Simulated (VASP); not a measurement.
# CO2 (P2_1/c) in VASP: a series of runs

The runs below take CO2 through single point, with PBEsol.

Everything below comes from runs of VASP 6.6.1. Logs are shortened: lines on timing, memory, paths and dates and some standing lists are left out, and cuts for length are marked.

## Step 1: The cell of the first run

Symmetry: P2_1/c, No. 14, monoclinic system. Conventional cell: a = 4.595 Å, b = 4.595 Å, c = 6.374 Å, α = 90.00°, β = 131.36°, γ = 90.00°. C (site symmetry -1) has 2 O at 1.17 Å within 1.6 Å. O (site symmetry 1) has 1 C at 1.17 Å within 1.6 Å.

## Step 2: Single point, PBEsol (shear of c along a, cell held: +8.0 %, then relaxed in part)

Input file INCAR:

```
PREC     = Accurate       # precision mode
ENCUT    = 520            # plane-wave cutoff, eV
EDIFF    = 1E-6           # SCF threshold, eV
ISMEAR   = 0              # smearing method
SIGMA    = 0.02           # smearing width, eV
LREAL    = False          # projectors in reciprocal space
LASPH    = True           # aspherical terms in the spheres
NELM     = 60             # most SCF steps
ALGO     = Normal         # electronic algorithm
ISIF     = 2              # what is computed and relaxed
LWAVE    = False          # write WAVECAR
LCHARG   = True           # write CHGCAR
GGA      = PS             # functional
LELF     = True           # ELF
LVHAR    = True         
NBANDS   = 25             # bands
```

Input file KPOINTS:

```
regular mesh
0
Gamma
  6 6 6
```

Input file POSCAR:

```
CO2
1.0
    4.5946341885      0.0000000000      0.0000000000
    0.0000000000      4.5946341885      0.0000000000
    0.3827845533      0.0000000000      4.7848069164
C O
2 4
Direct
    0.5000000000      0.5000000000      0.5000000000
    0.0000000000      0.0000000000      0.0000000000
    0.3203915717      0.6796084283      0.5000000000
    0.6796084283      0.3203915717      0.5000000000
    0.1796084283      0.1796084283      0.0000000000
    0.8203915717      0.8203915717      0.0000000000
```

Potentials or basis: VASP PAW PBE potentials, release 64 (C, O).

Command:

```console
$ cat potpaw_PBE.64/C/POTCAR potpaw_PBE.64/O/POTCAR > POTCAR
$ mpirun -np 1 vasp_std > vasp.out
```

OUTCAR:

```text
PREC = Accurate
   ENCUT = 520
   EDIFF = 1E-6
   ISMEAR = 0
   LREAL = False
   LASPH = True
   NELM = 60
   ISIF = 2
   GGA = PS

 ion  position               nearest neighbor table
   1  0.500  0.500  0.500-   3 1.17   4 1.17
   2  0.000  0.000  0.000-   5 1.17   6 1.17
   3  0.320  0.680  0.500-   1 1.17
   4  0.680  0.320  0.500-   1 1.17
   5  0.180  0.180  0.000-   2 1.17
   6  0.820  0.820  0.000-   2 1.17

  LATTYP: Found a simple monoclinic cell.
 ALAT       =     4.5946341885
 B/A-ratio  =     1.0000000000
 C/A-ratio  =     1.0447173119
 COS(beta)  =    -0.0797452223

  Lattice vectors:

 A1 = (   4.5946341885,   0.0000000000,   0.0000000000)
 A2 = (   0.0000000000,  -4.5946341885,   0.0000000000)
 A3 = (  -0.3827845533,   0.0000000000,  -4.7848069164)

Analysis of symmetry for initial positions (statically):
=====================================================================
 Subroutine PRICEL returns:
 Original cell was already a primitive cell.

 Routine SETGRP: Setting up the symmetry group for a
 simple monoclinic supercell.

 Subroutine GETGRP returns: Found  4 space group operations
 (whereof  2 operations were pure point group operations)
 out of a pool of  4 trial point group operations.

The static configuration has the point symmetry S_2 .
 The point group associated with its full space group is C_2h.

Analysis of symmetry for dynamics (positions and initial velocities):
=====================================================================
 Subroutine PRICEL returns:
 Original cell was already a primitive cell.

 Routine SETGRP: Setting up the symmetry group for a
 simple monoclinic supercell.

 Subroutine GETGRP returns: Found  4 space group operations
 (whereof  2 operations were pure point group operations)
 out of a pool of  4 trial point group operations.

The dynamic configuration has the point symmetry S_2 .
 The point group associated with its full space group is C_2h.

 Subroutine INISYM returns: Found  4 space group operations
 (whereof  2 operations are pure point group operations),
 and found     1 'primitive' translations

----------------------------------------------------------------------------------------

                                     Primitive cell

  volume of cell :     101.0104

  direct lattice vectors                    reciprocal lattice vectors
     4.594634188  0.000000000  0.000000000     0.217645183  0.000000000 -0.017411615
     0.000000000  4.594634188  0.000000000     0.000000000  0.217645183  0.000000000
     0.382784553  0.000000000  4.784806916     0.000000000  0.000000000  0.208994849

  length of vectors
     4.594634188  4.594634188  4.800093878     0.218340537  0.217645183  0.208994849

  position of ions in fractional coordinates (direct lattice)
     0.500000000  0.500000000  0.500000000
     0.000000000  0.000000000  0.000000000
     0.320391572  0.679608428  0.500000000
     0.679608428  0.320391572  0.500000000
     0.179608428  0.179608428  0.000000000
     0.820391572  0.820391572  0.000000000

  ion indices of the primitive-cell ions
   primitive index   ion index
                 1           1
                 2           2
                 3           3
                 4           4
                 5           5
                 6           6

----------------------------------------------------------------------------------------

 KPOINTS: regular mesh

Automatic generation of k-mesh.
 Grid dimensions read from file:
 generate k-points for:    6    6    6

 Generating k-lattice:

  Cartesian coordinates                     Fractional coordinates (reciprocal lattice)
     0.036274197  0.000000000 -0.002901936     0.166666667  0.000000000 -0.000000000
     0.000000000  0.036274197  0.000000000     0.000000000  0.166666667  0.000000000
     0.000000000  0.000000000  0.034832475     0.000000000  0.000000000  0.166666667

  Length of vectors
     0.036390090  0.036274197  0.034832475

  Shift w.r.t. Gamma in fractional coordinates (k-lattice)
     0.000000000  0.000000000  0.000000000

 Subroutine IBZKPT returns following result:
 ===========================================

 Found     80 irreducible k-points:

 Following reciprocal coordinates:
            Coordinates               Weight
  0.000000  0.000000  0.000000      1.000000
  0.166667  0.000000  0.000000      2.000000
  0.333333  0.000000 -0.000000      2.000000
  0.500000  0.000000 -0.000000      1.000000
  0.000000  0.166667  0.000000      2.000000
  0.166667  0.166667  0.000000      4.000000
[... 16 lines left out ...]
  0.000000  0.166667  0.166667      4.000000
  0.166667  0.166667  0.166667      4.000000
 [... further k-points ...]
   k-points           NKPTS =     80   k-points in BZ     NKDIM =     80   number of bands    NBANDS=     25
   number of dos      NEDOS =    301   number of ions     NIONS =      6
   total plane-waves  NPLWV =  46656
   dimension x,y,z NGX =    36 NGY =   36 NGZ =   36
   dimension x,y,z NGXF=    72 NGYF=   72 NGZF=   72
   ions per type =               2   4
   NGX,Y,Z   is equivalent  to a cutoff of  13.03, 13.03, 12.47 a.u.
   NGXF,Y,Z  is equivalent  to a cutoff of  26.05, 26.05, 24.94 a.u.
 SYSTEM =  unknown system
   PREC   = accura    normal or accurate (medium, high low for compatibility)
   ISTART =      0    job   : 0-new  1-cont  2-samecut
   ICHARG =      2    charge: 1-file 2-atom 10-const
   ISPIN  =      1    spin polarized calculation?
   LNONCOLLINEAR =      F non collinear calculations
   LSORBIT =      F    spin-orbit coupling
   LASPH  =      T    aspherical Exc in radial PAW
   ENCUT  =  520.0 eV  38.22 Ry    6.18 a.u.   8.54  8.54  8.92*2*pi/ulx,y,z
   NELM   =     60;   NELMIN=  2; NELMDL= -5     # of ELM steps
   EDIFF  = 0.1E-05   stopping-criterion for ELM
   LREAL  =      F    real-space projection
   EDIFFG = 0.1E-04   stopping-criterion for IOM
   NSW    =      0    number of steps for IOM
   IBRION =     -1    ionic relax: 0-MD 1-quasi-New 2-CG
   NFREE  =      0    steps in history (QN), initial steepest desc. (CG)
   ISIF   =      2    stress and relaxation
   ISYM   =      2    0-nonsym 1-usesym 2-fastsym
   POTIM  = 0.5000    time-step for ionic-motion
   TEBEG  =    0.0;   TEEND  =   0.0 temperature during run
   PSTRESS=    0.0 pullay stress
   NELECT =      32.0000    total number of electrons
   NUPDOWN=      -1.0000    fix difference up-down
   EMIN   =  10.00;   EMAX   =-10.00  energy-range for DOS
   EFERMI =   0.00;   METHOD = LEGACY
   ISMEAR =     0;   SIGMA  =   0.02  broadening in eV -4-tet -1-fermi 0-gaus
   EFERMI_NEDOS =   21; number of points for ismear=-14 and -15
   IALGO  =     38    algorithm
   IMIX   =      4    mixing-type and parameters
     AMIX     =   0.40;   BMIX     =  1.00
     AMIX_MAG =   1.60;   BMIX_MAG =  1.00
  volume/ion in A,a.u.               =      16.84       113.61
  Fermi-wavevector in a.u.,A,eV,Ry     =   1.116013  2.108959 16.945863  1.245486
  Thomas-Fermi vector in A             =   2.252623
   LORBIT       =      0    0 simple, 1 ext, 2 COOP (PROOUT), +10 PAW based schemes
   GGA     = PS    functional components
   LHFCALC =     F    Hartree Fock is set to
   AEXX    =    0.0000 exact exchange contribution
   IVDW    =     0    specifies the selected vdW correction
   LEPSILON=     F    determine dielectric tensor
   LRPA    =     F    only Hartree local field effects (RPA)
 non-spin polarized calculation
 Gauss-broadening in eV      SIGMA  =   0.02
  energy-cutoff  :      520.00
  volume of cell :      101.01
 maximum number of plane-waves:      2744
 NGX is ok and might be reduce to    36
   NGX = 17   NGY = 17   NGZ = 17

 number of electron      32.0000004 magnetization

 Free energy of the ion-electron system (eV)
  ---------------------------------------------------
  ext. energy  EPLUGINS =         0.00000000
  ---------------------------------------------------
  free energy    TOTEN  =       -47.63253360 eV

  energy without entropy =      -47.63253360  energy(sigma->0) =      -47.63253360

 E-fermi :  -4.1454     XC(G=0):  -7.2997

 val. band max:       -4.3092798386   @ k =   0.5000   0.5000   0.5000
 cond. band min:       2.2604330353   @ k =   0.0000   0.0000   0.0000
 fundamental gap:      6.5697128739
 Fermi energy:        -4.1453815479

 k-point     1 :       0.0000    0.0000    0.0000
  band No.  band energies     occupation
      1     -24.7821      2.00000
      2     -24.6134      2.00000
      3     -23.6804      2.00000
      4     -23.6755      2.00000
      5      -9.4501      2.00000
      6      -9.2398      2.00000
[... 17 lines left out ...]
     24      10.5257      0.00000
     25      10.6252      0.00000

 k-point     2 :       0.1667    0.0000    0.0000
  band No.  band energies     occupation
      1     -24.7679      2.00000
      2     -24.6213      2.00000
      3     -23.6829      2.00000
      4     -23.6793      2.00000
      5      -9.4261      2.00000
      6      -9.2665      2.00000
[... 17 lines left out ...]
     24       9.9481      0.00000
     25      10.5252      0.00000

 k-point     3 :       0.3333    0.0000   -0.0000
  band No.  band energies     occupation
      1     -24.7310      2.00000
      2     -24.6455      2.00000
      3     -23.6883      2.00000
      4     -23.6868      2.00000
      5      -9.3760      2.00000
      6      -9.3113      2.00000
[... 17 lines left out ...]
     24       9.6732      0.00000
     25       9.9210      0.00000

 k-point     4 :       0.5000    0.0000   -0.0000
  band No.  band energies     occupation
      1     -24.6850      2.00000
      2     -24.6850      2.00000
      3     -23.6907      2.00000
      4     -23.6907      2.00000
      5      -9.3403      2.00000
      6      -9.3403      2.00000
[... 17 lines left out ...]
     24       8.8481      0.00000
     25       9.8162      0.00000

 k-point     5 :       0.0000    0.1667    0.0000
  band No.  band energies     occupation
      1     -24.7680      2.00000
      2     -24.6213      2.00000
      3     -23.6835      2.00000
      4     -23.6786      2.00000
      5      -9.4256      2.00000
      6      -9.2679      2.00000
[... 17 lines left out ...]
     24       9.9690      0.00000
     25      10.5152      0.00000

 k-point     6 :       0.1667    0.1667    0.0000
  band No.  band energies     occupation
      1     -24.7551      2.00000
      2     -24.6275      2.00000
      3     -23.6864      2.00000
      4     -23.6825      2.00000
      5      -9.4044      2.00000
      6      -9.2868      2.00000
[... 17 lines left out ...]
     24       9.2794      0.00000
     25      10.2636      0.00000
[... 393 lines left out ...]
 k-point    21 :      -0.3333    0.0000    0.1667
  band No.  band energies     occupation
      1     -24.7151      2.00000
      2     -24.6603      2.00000
      3     -23.6907      2.00000
      4     -23.6845      2.00000
      5      -9.3658      2.00000
      6      -9.3338      2.00000
[... 17 lines left out ...]
     24       9.7511      0.00000
     25      10.0651      0.00000

 k-point    22 :      -0.1667    0.0000    0.1667
  band No.  band energies     occupation
      1     -24.7526      2.00000
      2     -24.6365      2.00000
      3     -23.6816      2.00000
      4     -23.6803      2.00000
      5      -9.4381      2.00000
      6      -9.3064      2.00000
[... 17 lines left out ...]
     24      10.0059      0.00000
     25      10.5499      0.00000

 k-point    23 :       0.0000    0.1667    0.1667
  band No.  band energies     occupation
      1     -24.7578      2.00000
      2     -24.6308      2.00000
      3     -23.6832      2.00000
      4     -23.6789      2.00000
      5      -9.4362      2.00000
      6      -9.2907      2.00000
[... 17 lines left out ...]
     24      10.0327      0.00000
     25      10.5766      0.00000

 k-point    24 :       0.1667    0.1667    0.1667
  band No.  band energies     occupation
      1     -24.7508      2.00000
      2     -24.6307      2.00000
      3     -23.6881      2.00000
      4     -23.6811      2.00000
      5      -9.4154      2.00000
      6      -9.2946      2.00000
[... 17 lines left out ...]
     24       9.4136      0.00000
     25      10.3635      0.00000

 [... further k-points ...]

------------------------ aborting loop because EDIFF is reached ----------------------------------------

  FORCE on cell =-STRESS in cart. coord.  units (eV):
  Direction    XX          YY          ZZ          XY          YZ          ZX
  --------------------------------------------------------------------------------------
  -------------------------------------------------------------------------------------
  Total        1.5135259      1.4962894     -0.1501755      0.0000000      0.0000000     -0.1401168
  in kB       24.0067924     23.7333964     -2.3820090      0.0000000      0.0000000     -2.2224631
  external PRESSURE =      15.1193933 kB  Pullay stress =       0.0000000 kB

 VOLUME and BASIS-vectors are now :
 -----------------------------------------------------------------------------
  energy-cutoff  :      520.00
  volume of cell :      101.01
      direct lattice vectors                 reciprocal lattice vectors
     4.594634188  0.000000000  0.000000000     0.217645183  0.000000000 -0.017411615
     0.000000000  4.594634188  0.000000000     0.000000000  0.217645183  0.000000000
     0.382784553  0.000000000  4.784806916     0.000000000  0.000000000  0.208994849

 POSITION                                       TOTAL-FORCE (eV/Angst)
 -----------------------------------------------------------------------------------
      2.48871      2.29732      2.39240         0.000000      0.000000      0.000000
      0.00000      0.00000      0.00000         0.000000      0.000000      0.000000
      1.66347      3.12255      2.39240        -0.497442      0.495956      0.009422
      3.31394      1.47208      2.39240         0.497442     -0.495956     -0.009422
      0.82524      0.82524      0.00000         0.497442      0.495956     -0.009422
      3.76940      3.76940      0.00000        -0.497442     -0.495956      0.009422
 -----------------------------------------------------------------------------------
    total drift:                                0.000000      0.000000     -0.000000

  FREE ENERGIE OF THE ION-ELECTRON SYSTEM (eV)
  ---------------------------------------------------
  free  energy   TOTEN  =       -47.6325336015 eV

  energy  without entropy=      -47.6325336015  energy(sigma->0) =      -47.63253360
```

Run time: 3.7 min. Hardware: 1 thread of Intel Xeon 8259CL, shared host; peak memory 0.3 GiB.

What came out:

```yaml
Free_energy: -47.6325 eV
Pressure: 1.5 GPa
Largest_force: 0.703 eV/Å
Band_gap_on_the_k_mesh: 6.57 eV (least direct gap 6.72 eV)
```

Forces in eV/Å, atoms in the order of the input:
```
C    0.000  0.000  0.000
C    0.000  0.000  0.000
O   -0.497  0.496  0.009
O    0.497 -0.496 -0.009
O    0.497  0.496 -0.009
O   -0.497 -0.496  0.009
```

Stress tensor (GPa, compression positive):
```
 2.40  0.00 -0.22
 0.00  2.37  0.00
-0.22  0.00 -0.24
```

Caveat: the cell differs from its parent crystal (shear of c along a, cell held: +8.0 %, then relaxed in part); this functional lacks dispersion, which holds the molecules together, so the pressure and a relaxed volume are unreliable; the PAW data sets were made with another functional, which shifts forces and pressure a little. A k mesh can miss the band edges.

## Step 3: Single point, PBEsol

Input file INCAR:

```
SYSTEM = CO2
PREC     = Accurate       ! precision mode
ENCUT    = 520            ! plane-wave cutoff, eV
EDIFF    = 1E-7           ! SCF threshold, eV
ISMEAR   = 0              ! smearing method
SIGMA    = 0.02           ! smearing width, eV
LREAL    = .FALSE.        ! projectors in reciprocal space
LASPH    = .TRUE.         ! aspherical terms in the spheres
NELM     = 100            ! most SCF steps
ALGO     = Normal         ! electronic algorithm
ISIF     = 2              ! what is computed and relaxed
LWAVE    = .FALSE.        ! write WAVECAR
LCHARG   = .FALSE.        ! write CHGCAR
GGA      = PS             ! functional
NBANDS   = 25             ! bands
```

Input file KPOINTS:

```
Automatic mesh
0
G
  6 6 6
  0 0 0
```

POSCAR is that of step 2.

Potentials or basis: VASP PAW PBE potentials, release 64 (C, O).

Command:

```console
$ cat potpaw_PBE.64/C/POTCAR potpaw_PBE.64/O/POTCAR > POTCAR
$ mpirun -np 1 vasp_std > vasp.out
```

It took 3.3 min on 1 thread of Intel Xeon 8259CL, shared host; peak memory 0.29 GiB.

It converged, with:

| Item | Value |
| --- | --- |
| Free energy | -47.6325 eV |
| Pressure | 1.5 GPa |
| Largest force | 0.703 eV/Å |
| Band gap on the k mesh | 6.57 eV (least direct gap 6.72 eV) |

Forces in eV/Å, atoms in the order of the input:
```
C    0.000  0.000  0.000
C    0.000  0.000  0.000
O   -0.497  0.496  0.009
O    0.497 -0.496 -0.009
O    0.497  0.496 -0.009
O   -0.497 -0.496  0.009
```

Stress tensor (GPa, compression positive):
```
 2.40  0.00 -0.22
 0.00  2.37  0.00
-0.22  0.00 -0.24
```

Levels at points of the mesh, in eV from the valence-band top:
```csv
k point,band 13,band 14,band 15,band 16,band 17,band 18,band 19,band 20
"(0.00, 0.00, 0.00)",-0.86,-0.32,-0.27,-0.15,6.57,7.88,8.24,8.26
"(0.50, 0.00, 0.00)",-0.28,-0.28,-0.27,-0.27,8.27,8.27,8.38,8.38
"(0.00, 0.50, 0.00)",-0.29,-0.29,-0.27,-0.27,8.27,8.27,8.38,8.38
"(0.50, 0.50, 0.00)",-0.36,-0.36,0.00,0.00,8.34,8.34,8.51,8.51
"(0.00, 0.00, 0.50)",-0.54,-0.54,-0.27,-0.27,8.03,8.03,8.33,8.33
"(0.50, 0.00, 0.50)",-0.58,-0.48,-0.17,-0.05,8.15,8.17,8.58,8.61
"(0.00, 0.50, 0.50)",-0.52,-0.52,-0.13,-0.13,8.16,8.16,8.60,8.60
"(0.50, 0.50, 0.50)",-0.30,-0.30,0.00,0.00,8.00,8.00,8.44,8.44
```

Caveat: this functional lacks dispersion, which holds the molecules together, so the pressure and a relaxed volume are unreliable; the PAW data sets were made with another functional, which shifts forces and pressure a little. A k mesh can miss the band edges.

(Part 1 of 2 ends here.)
